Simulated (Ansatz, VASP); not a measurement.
**SnSe: VASP beside Ansatz**

The input INCAR:

```
ALGO     = Normal         # electronic algorithm
EDIFF    = 1E-6           # SCF threshold, eV
ENCUT    = 520            # plane-wave cutoff, eV
GGA      = CA             # functional
ISIF     = 2              # what is computed and relaxed
ISMEAR   = 0              # smearing method
LASPH    = True           # aspherical terms in the spheres
LCHARG   = False          # write CHGCAR
LREAL    = False          # projectors in reciprocal space
LWAVE    = False          # write WAVECAR
NBANDS   = 50             # bands
NELM     = 80             # most SCF steps
PREC     = Accurate       # precision mode
SIGMA    = 0.05           # smearing width, eV
```

The input KPOINTS:

```
k-points
0
Gamma
  6 6 2
```

POSCAR

```
SnSe
1.0
    4.1898989384      0.0000000000      0.0000000000
    0.0000000000      4.1898989384      0.0000000000
    0.0000000000      0.0000000000     21.9592458066
Sn Se
4 4
Direct
    0.5000000000      0.0000000000      0.1708661054
    0.5000000000      0.0000000000      0.7072972290
    0.0000000000      0.5000000000      0.2927027710
    0.0000000000      0.5000000000      0.8291338946
    0.5000000000      0.0000000000      0.2926747793
    0.5000000000      0.0000000000      0.8291034355
    0.0000000000      0.5000000000      0.1708965645
    0.0000000000      0.5000000000      0.7073252207
```

Input for Ansatz:

```yaml
crystal:
  lattice:
    - [4.1898989384, 0.0, 0.0]
    - [0.0, 4.1898989384, 0.0]
    - [0.0, 0.0, 21.9592458066]
  atoms:
    - { symbol: Sn, position: [0.5, 0.0, 0.1708661054] }
    - { symbol: Sn, position: [0.5, 0.0, 0.707297229] }
    - { symbol: Sn, position: [0.0, 0.5, 0.292702771] }
    - { symbol: Sn, position: [0.0, 0.5, 0.8291338946] }
    - { symbol: Se, position: [0.5, 0.0, 0.2926747793] }
    - { symbol: Se, position: [0.5, 0.0, 0.8291034355] }
    - { symbol: Se, position: [0.0, 0.5, 0.1708965645] }
    - { symbol: Se, position: [0.0, 0.5, 0.7073252207] }
basis:
  ecutwfc: 420
kpoints:
  mp_grid: { grid: [6, 6, 2] }
hamiltonian:
  xc: lda
scf:
  occupations: { method: gaussian, width: 0.05 }
output:
  forces: true
  stress: true
  eigenvalues: true
```

Change from the starting cell: mode 1 (-0.4 1/cm) frozen in, largest displacement -0.400 Å.

Alike in both runs: task single point; functional LDA; k mesh 6 × 6 × 2; occupations gaussian, width 0.05 eV; no spin polarisation.

|  | VASP | Ansatz |
| --- | --- | --- |
| version | VASP 6.6.1 | Ansatz 0.2.0 |
| potentials or method | VASP PAW LDA potentials, release 64 (Sn_d, Se), cutoff 520 eV | scalar-relativistic, plane waves, PAW |
| valence electrons in the cell | 80 | 120 |

|  | VASP | Ansatz | Ansatz less VASP |
| --- | --- | --- | --- |
| gap on the k mesh at the Fermi level (eV) | 1.44 | 1.46 | +0.017 |
| least direct gap on the mesh (eV) | 1.50 | 1.52 | +0.016 |
| rms of the force components (eV/Å) | 0.015 | 0.001 | -0.0136 |

LDA's correlation is that of Perdew and Zunger in VASP and of Perdew and Wang (1992) in Ansatz. Atom by atom the forces differ by 0.014 eV/Å (rms over components). VASP's potentials hold 80 valence electrons a cell and Ansatz's 120, so a difference there can come from the potentials and not from the codes.
